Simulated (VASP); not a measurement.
## Sb: relaxation of cell and atoms with r2SCAN

Crystal: Sb.

```xyz
1
Lattice="-1.8713 1.8713 1.8713 1.8713 -1.8713 1.8713 1.8713 1.8713 -1.8713" Properties=species:S:1:pos:R:3 pbc="T T T"
Sb    0.0000    0.0000    0.0000
```

```json
{"Program": "VASP 6.6.1", "Task": "relaxation of cell and atoms", "Functional": "r2SCAN", "Potentials or basis": "VASP PAW PBE potentials, release 64 (Sb)", "Cutoff": "600 eV", "k mesh": "10 × 10 × 10", "Occupations": "fermi-dirac, width 0.05 eV", "Spin": "no spin polarisation", "Dipole correction": "no", "Further INCAR settings": "ALGO = Normal; EDIFF = 1e-06; IBRION = 2; EDIFFG = -0.01; NSW = 60; ISIF = 3"}
```

```yaml
Relaxed_volume: 27.18 Å³/atom
Relaxed_cell: a = 3.281 Å, b = 3.281 Å, c = 3.281 Å, α = 109.47°, β = 109.47°, γ = 109.47°
Space_group_after_relaxing_to_0.05_Å: Im-3m (No. 229)
Energy_gained_by_relaxing: 7.0 meV/atom
Ionic_steps: 3
Pressure_after_relaxing: 0.0 GPa
```

Step by step:
| step | energy change (eV) | largest force (eV/Å) | pressure (GPa) | volume (Å³) |
| --- | --- | --- | --- | --- |
| 1 | 0.0000 | 0.0000 | 2.42 | 26.21 |
| 2 | -0.0048 | 0.0000 | -1.39 | 27.75 |
| 3 | -0.0070 | 0.0000 | 0.00 | 27.18 |

Final structure:
```cif
data_structure
_symmetry_space_group_name_H-M 'P 1'
_symmetry_Int_Tables_number 1
_cell_length_a 3.2805
_cell_length_b 3.2805
_cell_length_c 3.2805
_cell_angle_alpha 109.471
_cell_angle_beta 109.471
_cell_angle_gamma 109.471
_cell_volume 27.18
loop_
_atom_site_label
_atom_site_type_symbol
_atom_site_fract_x
_atom_site_fract_y
_atom_site_fract_z
_atom_site_occupancy
Sb1 Sb 0.00000 0.00000 0.00000 1
```

Levels at points of the mesh, in eV from the Fermi level:
| k point | band 1 | band 2 | band 3 | band 4 | band 5 | band 6 |
| --- | --- | --- | --- | --- | --- | --- |
| (0.00, 0.00, 0.00) | -13.36 | 5.72 | 5.72 | 5.72 | 10.95 | 10.95 |
| (0.50, 0.00, 0.00) | -9.11 | -5.80 | 1.69 | 4.03 | 7.01 | 7.27 |
| (0.50, 0.50, 0.50) | -5.64 | -2.16 | -2.16 | -2.16 | 3.42 | 3.42 |

It took 54 s on 1 thread of AMD EPYC 9R45 96-Core Processor (Zen 5) (shared host), peak memory 0.14 GiB.

Caveat: the PAW data sets were made with another functional, which shifts forces and pressure a little; spin-orbit coupling is left out, which moves the levels of the heavy elements.
